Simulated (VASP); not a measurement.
# Si (Fd-3m) in VASP: further runs

Si is run at these levels: PBE; tasks: single point.

Program: VASP 6.6.1. These are calculated values, not measurements. Logs are shortened: lines on timing, memory, paths and dates and some standing lists are left out, and cuts for length are marked.

**1. The cell of the first run**

It takes space group Fd-3m (No. 227, cubic). Conventional cell: a = 5.444 Å, b = 5.444 Å, c = 5.444 Å, α = 90.00°, β = 90.00°, γ = 90.00°. Within 3.1 Å of Si (site symmetry -43m) lie 4 Si at 2.36 Å.

**2. Single point, PBE**

INCAR

```
SYSTEM = Si
PREC = Accurate ; ENCUT = 520
EDIFF = 1E-6 ; ISMEAR = -1
SIGMA = 0.02 ; LREAL = .FALSE.
LASPH = .TRUE. ; NELM = 80
ALGO = Normal ; ISIF = 2
LWAVE = .FALSE. ; LCHARG = .TRUE.
GGA = PE ; LELF = .TRUE.
LVHAR = .TRUE. ; NBANDS = 11
```

KPOINTS

```
regular mesh
0
G
  3 3 3
  0 0 0
```

POSCAR

```
Si
1.0
    0.0000000000      2.7218511865      2.7218511865
    2.7218511865      0.0000000000      2.7218511865
    2.7218511865      2.7218511865      0.0000000000
Si
2
Direct
    0.5000000000      0.5000000000      0.5000000000
    0.7500000000      0.7500000000      0.7500000000
```

Potentials or basis: VASP PAW PBE potentials, release 64 (Si).

Command:

```sh
$ cat potpaw_PBE.64/Si/POTCAR > POTCAR
$ mpirun -np 1 vasp_std > vasp.out
```

OUTCAR:

```text
SYSTEM = Si
   PREC = Accurate
   ENCUT = 520
   EDIFF = 1E-6
   ISMEAR = -1
   LREAL = .FALSE.
   LASPH = .TRUE.
   NELM = 80
   ISIF = 2
   GGA = PE

 ion  position               nearest neighbor table
   1  0.500  0.500  0.500-   2 2.36   2 2.36   2 2.36   2 2.36
   2  0.750  0.750  0.750-   1 2.36   1 2.36   1 2.36   1 2.36

  LATTYP: Found a face centered cubic cell.
 ALAT       =     5.4437023730

  Lattice vectors:

 A1 = (   0.0000000000,   2.7218511865,   2.7218511865)
 A2 = (   2.7218511865,   0.0000000000,   2.7218511865)
 A3 = (   2.7218511865,   2.7218511865,   0.0000000000)

Analysis of symmetry for initial positions (statically):
=====================================================================
 Subroutine PRICEL returns:
 Original cell was already a primitive cell.

 Routine SETGRP: Setting up the symmetry group for a
 face centered cubic supercell.

 Subroutine GETGRP returns: Found 48 space group operations
 (whereof 24 operations were pure point group operations)
 out of a pool of 48 trial point group operations.

The static configuration has the point symmetry T_d .
 The point group associated with its full space group is O_h .

Analysis of symmetry for dynamics (positions and initial velocities):
=====================================================================
 Subroutine PRICEL returns:
 Original cell was already a primitive cell.

 Routine SETGRP: Setting up the symmetry group for a
 face centered cubic supercell.

 Subroutine GETGRP returns: Found 48 space group operations
 (whereof 24 operations were pure point group operations)
 out of a pool of 48 trial point group operations.

The dynamic configuration has the point symmetry T_d .
 The point group associated with its full space group is O_h .

 Subroutine INISYM returns: Found 48 space group operations
 (whereof 24 operations are pure point group operations),
 and found     1 'primitive' translations

----------------------------------------------------------------------------------------

                                     Primitive cell

  volume of cell :      40.3295

  direct lattice vectors                    reciprocal lattice vectors
     0.000000000  2.721851186  2.721851186    -0.183698507  0.183698507  0.183698507
     2.721851186  0.000000000  2.721851186     0.183698507 -0.183698507  0.183698507
     2.721851186  2.721851186  0.000000000     0.183698507  0.183698507 -0.183698507

  length of vectors
     3.849278863  3.849278863  3.849278863     0.318175148  0.318175148  0.318175148

  position of ions in fractional coordinates (direct lattice)
     0.500000000  0.500000000  0.500000000
     0.750000000  0.750000000  0.750000000

  ion indices of the primitive-cell ions
   primitive index   ion index
                 1           1
                 2           2

----------------------------------------------------------------------------------------

 KPOINTS: regular mesh

Automatic generation of k-mesh.
 Grid dimensions read from file:
 generate k-points for:    3    3    3

 Generating k-lattice:

  Cartesian coordinates                     Fractional coordinates (reciprocal lattice)
    -0.061232836  0.061232836  0.061232836     0.333333333  0.000000000  0.000000000
     0.061232836 -0.061232836  0.061232836     0.000000000  0.333333333  0.000000000
     0.061232836  0.061232836 -0.061232836     0.000000000  0.000000000  0.333333333

  Length of vectors
     0.106058383  0.106058383  0.106058383

  Shift w.r.t. Gamma in fractional coordinates (k-lattice)
     0.000000000  0.000000000  0.000000000

 Subroutine IBZKPT returns following result:
 ===========================================

 Found      4 irreducible k-points:

 Following reciprocal coordinates:
            Coordinates               Weight
  0.000000  0.000000  0.000000      1.000000
  0.333333  0.000000  0.000000      8.000000
  0.333333  0.333333  0.000000      6.000000
 -0.333333  0.333333  0.000000     12.000000
   k-points           NKPTS =      4   k-points in BZ     NKDIM =      4   number of bands    NBANDS=     11
   number of dos      NEDOS =    301   number of ions     NIONS =      2
   total plane-waves  NPLWV =  27000
   dimension x,y,z NGX =    30 NGY =   30 NGZ =   30
   dimension x,y,z NGXF=    60 NGYF=   60 NGZF=   60
   ions per type =               2
   NGX,Y,Z   is equivalent  to a cutoff of  12.96, 12.96, 12.96 a.u.
   NGXF,Y,Z  is equivalent  to a cutoff of  25.91, 25.91, 25.91 a.u.
 SYSTEM =  Si
   PREC   = accura    normal or accurate (medium, high low for compatibility)
   ISTART =      0    job   : 0-new  1-cont  2-samecut
   ICHARG =      2    charge: 1-file 2-atom 10-const
   ISPIN  =      1    spin polarized calculation?
   LNONCOLLINEAR =      F non collinear calculations
   LSORBIT =      F    spin-orbit coupling
   LASPH  =      T    aspherical Exc in radial PAW
   ENCUT  =  520.0 eV  38.22 Ry    6.18 a.u.   7.16  7.16  7.16*2*pi/ulx,y,z
   NELM   =     80;   NELMIN=  2; NELMDL= -5     # of ELM steps
   EDIFF  = 0.1E-05   stopping-criterion for ELM
   LREAL  =      F    real-space projection
   EDIFFG = 0.1E-04   stopping-criterion for IOM
   NSW    =      0    number of steps for IOM
   IBRION =     -1    ionic relax: 0-MD 1-quasi-New 2-CG
   NFREE  =      0    steps in history (QN), initial steepest desc. (CG)
   ISIF   =      2    stress and relaxation
   ISYM   =      2    0-nonsym 1-usesym 2-fastsym
   POTIM  = 0.5000    time-step for ionic-motion
   TEBEG  =    0.0;   TEEND  =   0.0 temperature during run
   PSTRESS=    0.0 pullay stress
   NELECT =       8.0000    total number of electrons
   NUPDOWN=      -1.0000    fix difference up-down
   EMIN   =  10.00;   EMAX   =-10.00  energy-range for DOS
   EFERMI =   0.00;   METHOD = LEGACY
   ISMEAR =    -1;   SIGMA  =   0.02  broadening in eV -4-tet -1-fermi 0-gaus
   EFERMI_NEDOS =   21; number of points for ismear=-14 and -15
   IALGO  =     38    algorithm
   IMIX   =      4    mixing-type and parameters
     AMIX     =   0.40;   BMIX     =  1.00
     AMIX_MAG =   1.60;   BMIX_MAG =  1.00
  volume/ion in A,a.u.               =      20.16       136.08
  Fermi-wavevector in a.u.,A,eV,Ry     =   0.954766  1.804247 12.402783  0.911579
  Thomas-Fermi vector in A             =   2.083543
   LORBIT       =      0    0 simple, 1 ext, 2 COOP (PROOUT), +10 PAW based schemes
   GGA     = PE    functional components
   LHFCALC =     F    Hartree Fock is set to
   AEXX    =    0.0000 exact exchange contribution
   IVDW    =     0    specifies the selected vdW correction
   LEPSILON=     F    determine dielectric tensor
   LRPA    =     F    only Hartree local field effects (RPA)
 non-spin polarized calculation
  energy-cutoff  :      520.00
  volume of cell :       40.33
 maximum number of plane-waves:      1093
 NGX is ok and might be reduce to    30
   NGX = 15   NGY = 15   NGZ = 15

 number of electron       8.0000001 magnetization

 Free energy of the ion-electron system (eV)
  ---------------------------------------------------
  ext. energy  EPLUGINS =         0.00000000
  ---------------------------------------------------
  free energy    TOTEN  =       -10.23340648 eV

  energy without entropy =      -10.23340648  energy(sigma->0) =      -10.23340648

 E-fermi :   6.2048     XC(G=0):  -9.3136

 val. band max:        5.8615297243   @ k =   0.0000   0.0000   0.0000
 cond. band min:       6.5618795977   @ k =   0.3333   0.3333   0.0000
 fundamental gap:      0.7003498734
 Fermi energy:         6.2048033538

 k-point     1 :       0.0000    0.0000    0.0000
  band No.  band energies     occupation
      1      -6.0672      2.00000
      2       5.8615      2.00000
      3       5.8615      2.00000
      4       5.8615      2.00000
      5       8.3796      0.00000
      6       8.3796      0.00000
      7       8.3796      0.00000
      8       9.1614      0.00000
      9      13.5232      0.00000
     10      13.5232      0.00000
     11      13.7951      0.00000

 k-point     2 :       0.3333    0.0000    0.0000
  band No.  band energies     occupation
      1      -4.6967      2.00000
      2       0.5330      2.00000
      3       4.8583      2.00000
      4       4.8583      2.00000
      5       7.5853      0.00000
      6       9.3217      0.00000
      7       9.3217      0.00000
      8      13.6864      0.00000
      9      13.7900      0.00000
     10      13.7900      0.00000
     11      14.9303      0.00000

 k-point     3 :       0.3333    0.3333    0.0000
  band No.  band energies     occupation
      1      -4.1714      2.00000
      2       0.8544      2.00000
      3       3.4412      2.00000
      4       3.4412      2.00000
      5       6.5619      0.00000
      6       7.8198      0.00000
      7      13.0752      0.00000
      8      13.0752      0.00000
      9      15.6317      0.00000
     10      15.6597      0.00000
     11      18.9074      0.00000

 k-point     4 :      -0.3333    0.3333    0.0000
  band No.  band energies     occupation
      1      -2.8178      2.00000
      2      -0.8985      2.00000
      3       1.4525      2.00000
      4       3.7470      2.00000
      5       7.3962      0.00000
      6      11.6327      0.00000
      7      12.2774      0.00000
      8      12.8896      0.00000
      9      13.2318      0.00000
     10      13.4815      0.00000
     11      20.1686      0.00000

------------------------ aborting loop because EDIFF is reached ----------------------------------------

  FORCE on cell =-STRESS in cart. coord.  units (eV):
  Direction    XX          YY          ZZ          XY          YZ          ZX
  --------------------------------------------------------------------------------------
  -------------------------------------------------------------------------------------
  Total        0.8083177      0.8083177      0.8083177      0.0000000      0.0000000      0.0000000
  in kB       32.1121603     32.1121603     32.1121603      0.0000000      0.0000000      0.0000000
  external PRESSURE =      32.1121603 kB  Pullay stress =       0.0000000 kB

 VOLUME and BASIS-vectors are now :
 -----------------------------------------------------------------------------
  energy-cutoff  :      520.00
  volume of cell :       40.33
      direct lattice vectors                 reciprocal lattice vectors
     0.000000000  2.721851186  2.721851186    -0.183698507  0.183698507  0.183698507
     2.721851186  0.000000000  2.721851186     0.183698507 -0.183698507  0.183698507
     2.721851186  2.721851186  0.000000000     0.183698507  0.183698507 -0.183698507

 POSITION                                       TOTAL-FORCE (eV/Angst)
 -----------------------------------------------------------------------------------
      2.72185      2.72185      2.72185        -0.000000     -0.000000      0.000000
      4.08278      4.08278      4.08278         0.000000      0.000000     -0.000000
 -----------------------------------------------------------------------------------
    total drift:                               -0.000000     -0.000000     -0.000000

  FREE ENERGIE OF THE ION-ELECTRON SYSTEM (eV)
  ---------------------------------------------------
  free  energy   TOTEN  =       -10.2334064826 eV

  energy  without entropy=      -10.2334064768  energy(sigma->0) =      -10.23340648
```

Run time: 2 s. Hardware: 1 thread of Intel Xeon 6975P-C (Granite Rapids), shared host; peak memory 0.15 GiB.

What came out:

```yaml
Free_energy: -10.2334 eV
Pressure: 3.2 GPa
Band_gap_on_the_k_mesh: 0.70 eV, indirect (least direct gap 2.52 eV)
```

Caveat: the k points lie up to 0.67 Å⁻¹ apart. Expect the measured gap to be larger: semilocal functionals such as PBE lack the derivative discontinuity.

**3. Single point, PBE**

This run uses another cell than the first one, of 18.95 Å³/atom, 0.940 times its volume.

INCAR

```
SYSTEM = Si
PREC = Accurate
ENCUT = 520
EDIFF = 1E-7
ISMEAR = -1
SIGMA = 0.05
LREAL = .False.
LASPH = .True.
NELM = 60
ALGO = Normal
ISIF = 2
LWAVE = .False.
LCHARG = .False.
GGA = PE
NBANDS = 11
```

KPOINTS

```
regular mesh
0
Gamma
  8 8 8
  0 0 0
```

POSCAR

```
Si
1.0
    0.0000000000      2.6662876123      2.6662876123
    2.6662876123      0.0000000000      2.6662876123
    2.6662876123      2.6662876123      0.0000000000
Si
2
Direct
    0.5000000000      0.5000000000      0.5000000000
    0.7500000000      0.7500000000      0.7500000000
```

Potentials or basis: VASP PAW PBE potentials, release 64 (Si).

Command:

```sh
$ cat potpaw_PBE.64/Si/POTCAR > POTCAR
$ mpirun -np 1 vasp_std > vasp.out
```

OUTCAR:

```text
SYSTEM = Si
   PREC = Accurate
   ENCUT = 520
   EDIFF = 1E-7
   ISMEAR = -1
   LREAL = .False.
   LASPH = .True.
   NELM = 60
   ISIF = 2
   GGA = PE

 ion  position               nearest neighbor table
   1  0.500  0.500  0.500-   2 2.31   2 2.31   2 2.31   2 2.31
   2  0.750  0.750  0.750-   1 2.31   1 2.31   1 2.31   1 2.31

  LATTYP: Found a face centered cubic cell.
 ALAT       =     5.3325752246

  Lattice vectors:

 A1 = (   0.0000000000,   2.6662876123,   2.6662876123)
[... 514 lines left out ...]
      6       9.5731      0.00000
      7      12.4655      0.00000
      8      13.6616      0.00000
      9      14.0269      0.00000
     10      17.1683      0.00000
     11      18.4936      0.00000

 [... further k-points ...]
[... 5 lines left out ...]
  --------------------------------------------------------------------------------------
  -------------------------------------------------------------------------------------
  Total        1.8719539      1.8719539      1.8719539      0.0000000      0.0000000      0.0000000
  in kB       79.1142581     79.1142581     79.1142581      0.0000000      0.0000000      0.0000000
  external PRESSURE =      79.1142581 kB  Pullay stress =       0.0000000 kB

 VOLUME and BASIS-vectors are now :
 -----------------------------------------------------------------------------
  energy-cutoff  :      520.00
  volume of cell :       37.91
      direct lattice vectors                 reciprocal lattice vectors
     0.000000000  2.666287612  2.666287612    -0.187526656  0.187526656  0.187526656
     2.666287612  0.000000000  2.666287612     0.187526656 -0.187526656  0.187526656
     2.666287612  2.666287612  0.000000000     0.187526656  0.187526656 -0.187526656

 POSITION                                       TOTAL-FORCE (eV/Angst)
 -----------------------------------------------------------------------------------
      2.66629      2.66629      2.66629        -0.000000     -0.000000      0.000000
      3.99943      3.99943      3.99943         0.000000      0.000000     -0.000000
 -----------------------------------------------------------------------------------
    total drift:                                0.000000      0.000000     -0.000000

  FREE ENERGIE OF THE ION-ELECTRON SYSTEM (eV)
  ---------------------------------------------------
  free  energy   TOTEN  =       -10.7771008445 eV

  energy  without entropy=      -10.7770353153  energy(sigma->0) =      -10.77706808
```

OSZICAR:

```text
N       E                     dE             d eps       ncg     rms          rms(c)
DAV:   1     0.832724842191E+01    0.83272E+01   -0.33133E+03   646   0.589E+02
DAV:   2    -0.104566071699E+02   -0.18784E+02   -0.18039E+02   942   0.873E+01
DAV:   3    -0.109882820120E+02   -0.53167E+00   -0.53067E+00   807   0.127E+01
DAV:   4    -0.109921122288E+02   -0.38302E-02   -0.38298E-02   778   0.138E+00
DAV:   5    -0.109921459222E+02   -0.33693E-04   -0.33693E-04   801   0.115E-01    0.525E+00
DAV:   6    -0.108417259559E+02    0.15042E+00   -0.89821E-02   716   0.123E+00    0.321E+00
DAV:   7    -0.107756885397E+02    0.66037E-01   -0.16485E-01   716   0.178E+00    0.242E-01
DAV:   8    -0.107768929965E+02   -0.12045E-02   -0.67126E-03   719   0.450E-01    0.858E-02
DAV:   9    -0.107770742798E+02   -0.18128E-03   -0.16789E-04   780   0.826E-02    0.636E-02
DAV:  10    -0.107771005428E+02   -0.26263E-04   -0.23476E-05   717   0.278E-02    0.818E-03
DAV:  11    -0.107771007472E+02   -0.20444E-06   -0.19921E-06   782   0.737E-03    0.365E-03
DAV:  12    -0.107771008445E+02   -0.97296E-07   -0.41710E-07   711   0.411E-03
   1 F= -.10777101E+02 E0= -.10777068E+02  d E =-.655292E-04
```

Wall time 5.1 s (1 thread of Intel Xeon 6975P-C (Granite Rapids), shared host); peak memory 0.14 GiB.

Results:

| Quantity | Value |
| --- | --- |
| Free energy | -10.7771 eV |
| Pressure | 7.9 GPa |
| Band gap on the k mesh | 0.52 eV, indirect (least direct gap 2.59 eV) |

Levels at points of the mesh, in eV from the valence-band top:
```csv
k point,band 1,band 2,band 3,band 4,band 5,band 6,band 7,band 8
"(0.00, 0.00, 0.00)",-12.34,0.00,0.00,0.00,2.59,2.59,2.59,4.02
"(0.50, 0.00, 0.00)",-9.87,-7.23,-1.25,-1.25,1.73,3.31,3.31,7.80
"(0.50, 0.50, 0.00)",-8.00,-8.00,-3.00,-3.00,0.60,0.60,10.59,10.59
```

A k mesh can miss the band edges. A hybrid or GW would open this gap; PBE tends to underestimate it.

(Part 1 of 2 ends here.)
